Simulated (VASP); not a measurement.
**NaW: single point with PBE**

Crystal: NaW.

```
CELL_PARAMETERS angstrom
0.00000 2.65766 2.65766
2.65766 0.00000 2.65766
2.65766 2.65766 0.00000
ATOMIC_POSITIONS crystal
Na 0.00000 0.00000 0.00000
W 0.50000 0.50000 0.50000
```

- Program: VASP 6.6.1
- Task: single point
- Functional: PBE
- Potentials or basis: VASP PAW PBE potentials, release 64 (Na_pv, W_sv)
- Cutoff: 400 eV
- k mesh: 11 × 11 × 11
- Occupations: methfessel-paxton, width 0.1933 eV
- Spin: no spin polarisation
- Dipole correction: no
- k mesh for the DOS: 17 × 17 × 17
- Occupations for the DOS: tetrahedron
- Further INCAR settings: ALGO = Normal; EDIFF = 1e-06

| Property | Result |
| --- | --- |
| Valence electrons inside the program's atomic spheres | Na 6.29; W 11.70 |

Levels at points of the mesh, in eV from the Fermi level:
| k point | band 7 | band 8 | band 9 | band 10 | band 11 | band 12 | band 13 | band 14 |
| --- | --- | --- | --- | --- | --- | --- | --- | --- |
| (0.00, 0.00, 0.00) | -23.00 | -5.99 | -0.65 | -0.65 | -0.65 | 0.05 | 0.05 | 9.43 |

Run time: 2.1 min on 1 thread of Intel Xeon 8259CL (shared host), peak memory 0.19 GiB.

Caveat: spin-orbit coupling is left out, which moves the levels of the heavy elements.
